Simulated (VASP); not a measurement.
Runs of VASP 6.6.1 on HgTe. The structure is that of space group F-43m (No. 216), or close to it. The cells are those of the table. 

```csv
cell,gap on the mesh (eV),pressure (GPa),largest force (eV/Å)
"a = 4.605 Å, angles 58.7°, 2 atoms",none,0.1,0.17
"a = 4.514 Å, angles 61.3°, 2 atoms",0.10,0.1,0.22
"a = 4.582 Å, angles 59.3°, 2 atoms",none,0.0,0.09
"a = 4.536 Å, angles 60.7°, 2 atoms",(a),0.0,0.10
```

Alike in all rows: task electric field gradients; level LDA; potentials or basis VASP PAW LDA potentials, release 64 (Hg, Te); no spin polarisation; k mesh 11 × 11 × 11; cutoff (eV) 520; smearing fermi-dirac 0.03 eV.

Q: Fill in the values left out.

A: (a) 0.05.

Caveats: spin-orbit coupling is left out, which moves the levels of the heavy elements; semilocal functionals underestimate gaps, and a narrow one can read as zero (at least some runs); the smearing spreads over this small gap (at least some runs).

A k mesh can miss the band edges, and the runs leave out spin-orbit coupling on Hg, Te.

A gap of «none» marks levels without a gap at the run's occupations.
